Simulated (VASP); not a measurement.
# CoH3 (P6/mmm) in VASP: further runs

CoH3 is run at these levels: PBE; tasks: single point, relaxation of cell and atoms.

Program: VASP 6.6.1. These are calculated values, not measurements. Logs are shortened: lines on timing, memory, paths and dates and some standing lists are left out, and cuts for length are marked.

### 1 The cell of the first run

Symmetry: P6/mmm, No. 191, hexagonal system. The conventional cell has a = 3.822 Å, b = 3.822 Å, c = 5.344 Å, α = 90.00°, β = 90.00°, γ = 120.00°. Within 2.3 Å of Co (site symmetry -6m2) lie 2 H at 1.70 Å and 3 Co at 2.21 Å. H (site symmetry 3m) has 1 H at 0.97 Å within 1.3 Å. H (site symmetry -6m2) has 2 H at 0.97 Å within 1.3 Å.

The cell was built from a structure type or drawn by symmetry, and may not be a known phase.

### 2 Single point, PBE, collinear spin, ferromagnetic start

Input file INCAR:

```
  PREC = Accurate
  ENCUT = 520
  EDIFF = 1E-7
  ISMEAR = 0
  SIGMA = 0.15
  LREAL = False
  LASPH = True
  NELM = 150
  ALGO = Normal
  ISIF = 2
  LWAVE = False
  LCHARG = True
  ISPIN = 2
  MAGMOM = 3 3 0 0 0 0 0 0
  LORBIT = 11
  LMAXMIX = 4
  GGA = PE
  LELF = True
  LVHAR = True
  NBANDS = 26
```

Input file KPOINTS:

```
regular mesh
0
Gamma
  4 4 2
```

Input file POSCAR:

```
CoH3
1.0
    3.8221629771      0.0000000029      0.0000000000
   -1.9110814911      3.3100902341      0.0000000000
    0.0000000000      0.0000000000      5.3441405473
Co H
2 6
Direct
    0.3333333333      0.6666666667      0.0000000000
    0.6666666667      0.3333333333      0.0000000000
    0.3333333333      0.6666666667      0.3189351621
    0.3333333333      0.6666666667      0.6810648379
    0.6666666667      0.3333333333      0.6810648379
    0.6666666667      0.3333333333      0.3189351621
    0.3333333333      0.6666666667      0.5000000000
    0.6666666667      0.3333333333      0.5000000000
```

Potentials or basis: VASP PAW PBE potentials, release 64 (Co, H).

Command:

```sh
cat potpaw_PBE.64/Co/POTCAR potpaw_PBE.64/H/POTCAR > POTCAR
mpirun -np 1 vasp_std > vasp.out
```

OUTCAR:

```text
PREC = Accurate
   ENCUT = 520
   EDIFF = 1E-7
   ISMEAR = 0
   LREAL = False
   LASPH = True
   NELM = 150
   ISIF = 2
   ISPIN = 2
   LORBIT = 11
   GGA = PE

 ion  position               nearest neighbor table
   1  0.333  0.667  0.000-   3 1.70   4 1.70   2 2.21   2 2.21   2 2.21
   2  0.667  0.333  0.000-   5 1.70   6 1.70   1 2.21   1 2.21   1 2.21
   3  0.333  0.667  0.319-   1 1.70
   4  0.333  0.667  0.681-   1 1.70
   5  0.667  0.333  0.681-   2 1.70
   6  0.667  0.333  0.319-   2 1.70
   7  0.333  0.667  0.500-
   8  0.667  0.333  0.500-

  LATTYP: Found a hexagonal cell.
 ALAT       =     3.8221629771
 C/A-ratio  =     1.3981979783

  Lattice vectors:

 A1 = (   3.8221629771,   0.0000000029,   0.0000000000)
 A2 = (  -1.9110814911,   3.3100902341,   0.0000000000)
 A3 = (   0.0000000000,   0.0000000000,   5.3441405473)

Analysis of symmetry for initial positions (statically):
=====================================================================
 Subroutine PRICEL returns:
 Original cell was already a primitive cell.

 Routine SETGRP: Setting up the symmetry group for a
 hexagonal supercell.

 Subroutine GETGRP returns: Found 24 space group operations
 (whereof 24 operations were pure point group operations)
 out of a pool of 24 trial point group operations.

The static configuration has the point symmetry D_6h.

Analysis of symmetry for dynamics (positions and initial velocities):
=====================================================================
 Subroutine PRICEL returns:
 Original cell was already a primitive cell.

 Routine SETGRP: Setting up the symmetry group for a
 hexagonal supercell.

 Subroutine GETGRP returns: Found 24 space group operations
 (whereof 24 operations were pure point group operations)
 out of a pool of 24 trial point group operations.

The dynamic configuration has the point symmetry D_6h.

Analysis of structural, dynamic, and magnetic symmetry:
=====================================================================
 Subroutine PRICEL returns:
 Original cell was already a primitive cell.

 Routine SETGRP: Setting up the symmetry group for a
 hexagonal supercell.

 Subroutine GETGRP returns: Found 24 space group operations
 (whereof 24 operations were pure point group operations)
 out of a pool of 24 trial point group operations.

The overall configuration has the point symmetry D_6h.

 Subroutine INISYM returns: Found 24 space group operations
 (whereof 24 operations are pure point group operations),
 and found     1 'primitive' translations

----------------------------------------------------------------------------------------

                                     Primitive cell

  volume of cell :      67.6125

  direct lattice vectors                    reciprocal lattice vectors
     3.822162977  0.000000003  0.000000000     0.261631962  0.151053284  0.000000000
    -1.911081491  3.310090234  0.000000000    -0.000000000  0.302106568  0.000000000
     0.000000000  0.000000000  5.344140547     0.000000000  0.000000000  0.187120827

  length of vectors
     3.822162977  3.822162977  5.344140547     0.302106568  0.302106568  0.187120827

  position of ions in fractional coordinates (direct lattice)
     0.333333333  0.666666667  0.000000000
     0.666666667  0.333333333  0.000000000
     0.333333333  0.666666667  0.318935162
     0.333333333  0.666666667  0.681064838
     0.666666667  0.333333333  0.681064838
     0.666666667  0.333333333  0.318935162
     0.333333333  0.666666667  0.500000000
     0.666666667  0.333333333  0.500000000

  ion indices of the primitive-cell ions
   primitive index   ion index
                 1           1
                 2           2
                 3           3
                 4           4
[... 35 lines left out ...]
  0.500000  0.000000  0.000000      3.000000
  0.250000  0.250000  0.000000      6.000000
  0.000000  0.000000  0.500000      1.000000
  0.250000  0.000000  0.500000      6.000000
  0.500000  0.000000  0.500000      3.000000
  0.250000  0.250000  0.500000      6.000000
   k-points           NKPTS =      8   k-points in BZ     NKDIM =      8   number of bands    NBANDS=     26
   number of dos      NEDOS =    301   number of ions     NIONS =      8
   total plane-waves  NPLWV =  31360
   dimension x,y,z NGX =    28 NGY =   28 NGZ =   40
   dimension x,y,z NGXF=    56 NGYF=   56 NGZF=   80
   ions per type =               2   6
   NGX,Y,Z   is equivalent  to a cutoff of  12.18, 12.18, 12.44 a.u.
   NGXF,Y,Z  is equivalent  to a cutoff of  24.36, 24.36, 24.89 a.u.
 SYSTEM =  unknown system
   PREC   = accura    normal or accurate (medium, high low for compatibility)
   ISTART =      0    job   : 0-new  1-cont  2-samecut
   ICHARG =      2    charge: 1-file 2-atom 10-const
   ISPIN  =      2    spin polarized calculation?
   LNONCOLLINEAR =      F non collinear calculations
   LSORBIT =      F    spin-orbit coupling
   LASPH  =      T    aspherical Exc in radial PAW
   ENCUT  =  520.0 eV  38.22 Ry    6.18 a.u.   7.11  7.11  9.94*2*pi/ulx,y,z
   NELM   =    150;   NELMIN=  2; NELMDL= -5     # of ELM steps
   EDIFF  = 0.1E-06   stopping-criterion for ELM
   LREAL  =      F    real-space projection
   EDIFFG = 0.1E-05   stopping-criterion for IOM
   NSW    =      0    number of steps for IOM
   IBRION =     -1    ionic relax: 0-MD 1-quasi-New 2-CG
   NFREE  =      0    steps in history (QN), initial steepest desc. (CG)
   ISIF   =      2    stress and relaxation
   ISYM   =      2    0-nonsym 1-usesym 2-fastsym
   POTIM  = 0.5000    time-step for ionic-motion
   TEBEG  =    0.0;   TEEND  =   0.0 temperature during run
   PSTRESS=    0.0 pullay stress
   NELECT =      24.0000    total number of electrons
   NUPDOWN=      -1.0000    fix difference up-down
   EMIN   =  10.00;   EMAX   =-10.00  energy-range for DOS
   EFERMI =   0.00;   METHOD = LEGACY
   ISMEAR =     0;   SIGMA  =   0.15  broadening in eV -4-tet -1-fermi 0-gaus
   EFERMI_NEDOS =   21; number of points for ismear=-14 and -15
   IALGO  =     38    algorithm
   IMIX   =      4    mixing-type and parameters
     AMIX     =   0.40;   BMIX     =  1.00
     AMIX_MAG =   1.60;   BMIX_MAG =  1.00
  volume/ion in A,a.u.               =       8.45        57.03
  Fermi-wavevector in a.u.,A,eV,Ry     =   1.159141  2.190459 18.280895  1.343608
  Thomas-Fermi vector in A             =   2.295736
   LORBIT       =     11    0 simple, 1 ext, 2 COOP (PROOUT), +10 PAW based schemes
   GGA     = PE    functional components
   LHFCALC =     F    Hartree Fock is set to
   AEXX    =    0.0000 exact exchange contribution
   IVDW    =     0    specifies the selected vdW correction
   LEPSILON=     F    determine dielectric tensor
   LRPA    =     F    only Hartree local field effects (RPA)
 spin polarized calculation
 Gauss-broadening in eV      SIGMA  =   0.15
  energy-cutoff  :      520.00
  volume of cell :       67.61
 maximum number of plane-waves:      1837
   NGX = 15   NGY = 15   NGZ = 19

 number of electron      24.0000006 magnetization       3.4102897

 Free energy of the ion-electron system (eV)
  ---------------------------------------------------
  ext. energy  EPLUGINS =         0.00000000
  ---------------------------------------------------
  free energy    TOTEN  =       -29.20176543 eV

  energy without entropy =      -29.14992915  energy(sigma->0) =      -29.17584729

 E-fermi :   1.7505     XC(G=0):  -9.0513

 val. band max:        1.7504241754   @ k =   0.2500   0.2500   0.5000
 cond. band min:       1.7878519719   @ k =   0.2500   0.0000   0.0000
 fundamental gap:      0.0374277965
 Fermi energy:         1.7504811658

 spin component 1

 k-point     1 :       0.0000    0.0000    0.0000
  band No.  band energies     occupation
      1      -8.3874      1.00000
      2      -3.7651      1.00000
      3      -2.7082      1.00000
      4      -2.6364      1.00000
      5      -1.1968      1.00000
      6      -1.1968      1.00000
[... 205 lines left out ...]
     23      14.8951      0.00000
     24      15.3795      0.00000
 Fermi energy:         1.7504811658

 spin component 2

 k-point     1 :       0.0000    0.0000    0.0000
  band No.  band energies     occupation
      1      -8.2298      1.00000
      2      -3.4722      1.00000
      3      -2.5627      1.00000
      4      -2.1246      1.00000
      5       0.5644      1.00000
      6       0.5644      1.00000
[... 205 lines left out ...]
     23      15.0970      0.00000
     24      15.4836      0.00000
 [bands above 24 left out]

------------------------ aborting loop because EDIFF is reached ----------------------------------------

  FORCE on cell =-STRESS in cart. coord.  units (eV):
  Direction    XX          YY          ZZ          XY          YZ          ZX
  --------------------------------------------------------------------------------------
  -------------------------------------------------------------------------------------
  Total       -0.1129077     -0.1129077      0.2179375      0.0000000     -0.0000000      0.0000000
  in kB       -2.6755151     -2.6755151      5.1643499      0.0000000     -0.0000000      0.0000000
  external PRESSURE =      -0.0622268 kB  Pullay stress =       0.0000000 kB

 VOLUME and BASIS-vectors are now :
 -----------------------------------------------------------------------------
  energy-cutoff  :      520.00
  volume of cell :       67.61
      direct lattice vectors                 reciprocal lattice vectors
     3.822162977  0.000000003  0.000000000     0.261631962  0.151053284  0.000000000
    -1.911081491  3.310090234  0.000000000    -0.000000000  0.302106568  0.000000000
     0.000000000  0.000000000  5.344140547     0.000000000  0.000000000  0.187120827

 POSITION                                       TOTAL-FORCE (eV/Angst)
 -----------------------------------------------------------------------------------
     -0.00000      2.20673      0.00000        -0.000000      0.000000      0.000000
      1.91108      1.10336      0.00000         0.000000      0.000000      0.000000
     -0.00000      2.20673      1.70443        -0.000000     -0.000000      0.015493
     -0.00000      2.20673      3.63971        -0.000000     -0.000000     -0.015493
      1.91108      1.10336      3.63971        -0.000000     -0.000000     -0.015493
      1.91108      1.10336      1.70443        -0.000000     -0.000000      0.015493
     -0.00000      2.20673      2.67207        -0.000000     -0.000000      0.000000
      1.91108      1.10336      2.67207        -0.000000     -0.000000      0.000000
 -----------------------------------------------------------------------------------
    total drift:                                0.000000     -0.000000     -0.000000

  FREE ENERGIE OF THE ION-ELECTRON SYSTEM (eV)
  ---------------------------------------------------
  free  energy   TOTEN  =       -29.2017654337 eV

  energy  without entropy=      -29.1499291479  energy(sigma->0) =      -29.17584729

 total charge

# of ion       s       p       d       tot
------------------------------------------
    1        0.526   0.378   7.313   8.217
    2        0.526   0.378   7.313   8.217
    3        0.522   0.021   0.000   0.543
    4        0.522   0.021   0.000   0.543
    5        0.522   0.021   0.000   0.543
    6        0.522   0.021   0.000   0.543
    7        0.537   0.028   0.000   0.566
    8        0.537   0.028   0.000   0.566
--------------------------------------------------
tot          4.214   0.897  14.626  19.736

 magnetization (x)

# of ion       s       p       d       tot
------------------------------------------
    1        0.004   0.010   1.591   1.605
    2        0.004   0.010   1.591   1.605
    3        0.016   0.001   0.000   0.017
    4        0.016   0.001   0.000   0.017
    5        0.016   0.001   0.000   0.017
    6        0.016   0.001   0.000   0.017
    7        0.014   0.002   0.000   0.017
    8        0.014   0.002   0.000   0.017
--------------------------------------------------
tot          0.100   0.031   3.182   3.312
```

Run time: 64 s. Hardware: 1 thread of AMD EPYC 7R43 (Zen 3), shared host; peak memory 0.16 GiB.

What came out:

| Property | Result |
| --- | --- |
| Free energy | -29.2018 eV |
| Pressure | 0.0 GPa |
| Largest force | 0.015 eV/Å |
| Net moment | 3.41 μB per cell |
| Site moments | Co +1.60; H +0.02 μB |
| Valence electrons inside the program's atomic spheres | Co 8.22; H 0.54, 0.57 (each value once) |

Forces in eV/Å, atoms in the order of the input:
```
Co   0.000  0.000  0.000
Co   0.000  0.000  0.000
H    0.000  0.000  0.015
H    0.000  0.000 -0.015
H    0.000  0.000 -0.015
H    0.000  0.000  0.015
H    0.000  0.000  0.000
H    0.000  0.000  0.000
```

Caveat: the k points lie up to 0.59 Å⁻¹ apart.

### 3 Relaxation of cell and atoms, PBE, collinear spin, ferromagnetic start

This run uses another cell than the first one: it holds 4 atoms, not 8.

Input file INCAR:

```
  ALGO = Normal
  EDIFF = 1E-6
  EDIFFG = -0.08
  ENCUT = 600
  GGA = PE
  IBRION = 2
  ISIF = 3
  ISMEAR = 0
  ISPIN = 2
  LASPH = T
  LCHARG = F
  LMAXMIX = 4
  LORBIT = 11
  LREAL = F
  LWAVE = F
  MAGMOM = 3 0 0 0
  NELM = 150
  NSW = 36
  PREC = Accurate
  SIGMA = 0.15
```

Input file KPOINTS:

```
k-points
0
Gamma
  5 5 3
```

Input file POSCAR:

```
CoH3
1.0
    3.1918800300      0.0000000000      0.0000000000
   -1.5959400100      2.7642491900      0.0000000000
    0.0000000000      0.0000000000      4.2990956100
Co H
1 3
Direct
    0.0000000000      0.0000000000      0.5000000000
    0.5000000000      0.0000000000      0.5000000000
    0.0000000000      0.5000000000      0.5000000000
    0.5000000000      0.5000000000      0.5000000000
```

Potentials or basis: VASP PAW PBE potentials, release 64 (Co, H).

Command:

```sh
cat potpaw_PBE.64/Co/POTCAR potpaw_PBE.64/H/POTCAR > POTCAR
mpirun -np 1 vasp_std > vasp.out
```

Wall time 3.4 min (1 thread of AMD EPYC 7R43 (Zen 3), shared host); peak memory 0.16 GiB.

Results (log left out):

| Quantity | Value |
| --- | --- |
| Free energy | -14.5510 eV |
| Relaxed volume | 5.78 Å³/atom |
| Relaxed cell | a = 3.378 Å, b = 3.378 Å, c = 2.341 Å, α = 90.00°, β = 90.00°, γ = 120.00° |
| Space group after relaxing (to 0.1 Å) | P6/mmm (No. 191) |
| Energy gained by relaxing | 184.0 meV/atom |
| Ionic steps | 13 |
| Pressure after relaxing | -0.4 GPa |
| Net moment | 0.77 μB per cell |
| Site moments | Co +0.84; H -0.01 μB |
| Valence electrons inside the program's atomic spheres | Co 8.42; H 0.50 |

Stress tensor (GPa, compression positive):
```
-0.70  0.00  0.00
 0.00 -0.70  0.00
 0.00  0.00  0.07
```

Step by step:
```
step  energy change (eV)  largest force (eV/Å)  pressure (GPa)  volume (Å³)
   1              0.0000                0.0000            2.22        37.93
   2             -0.0212                0.0000           -0.06        38.65
   3             -0.0246                0.0000           -1.28        39.07
   4             -0.0308                0.0000           -1.36        38.71
   5             -0.0517                0.0000           -1.72        37.64
   6             -0.1074                0.0000           -2.51        35.48
   7             -0.2784                0.0000           -4.42        31.12
   8             -0.7068                0.0000            6.53        22.21
   9             -0.7113                0.0000            6.73        22.10
  10             -0.7125                0.0000            7.07        21.97
  11             -0.7175                0.0000            6.20        22.08
  12             -0.7287                0.0000            3.84        22.43
  13             -0.7361                0.0000           -0.45        23.14
```

Final structure:
```yaml
crystal:
  lattice:
    - [3.37842, 0.00000, 0.00000]
    - [-1.68921, 2.92580, 0.00000]
    - [0.00000, 0.00000, 2.34091]
  atoms:
    - { symbol: Co, position: [0.00000, 0.00000, 0.50000] }
    - { symbol: H, position: [0.50000, 0.00000, 0.50000] }
    - { symbol: H, position: [0.00000, 0.50000, 0.50000] }
    - { symbol: H, position: [0.50000, 0.50000, 0.50000] }
```

Levels at points of the mesh, in eV from the Fermi level:
Spin up:
| k point | band 3 | band 4 | band 5 | band 6 | band 7 | band 8 | band 9 | band 10 |
| --- | --- | --- | --- | --- | --- | --- | --- | --- |
| (0.00, 0.00, 0.00) | -4.10 | -3.21 | -0.68 | -0.68 | 5.69 | 5.69 | 8.50 | 8.50 |
Spin down:
| k point | band 2 | band 3 | band 4 | band 5 | band 6 | band 7 | band 8 | band 9 | band 10 | band 11 |
| --- | --- | --- | --- | --- | --- | --- | --- | --- | --- | --- |
| (0.00, 0.00, 0.00) | -3.79 | -3.79 | -2.79 | 0.61 | 0.61 | 5.90 | 5.90 | 8.60 | 8.60 | 9.16 |

Caveat: the k points lie up to 0.89 Å⁻¹ apart in the final cell; the volume moved by over 15 % at a fixed basis, so the end points are rough.

[end of part 1 of 2]
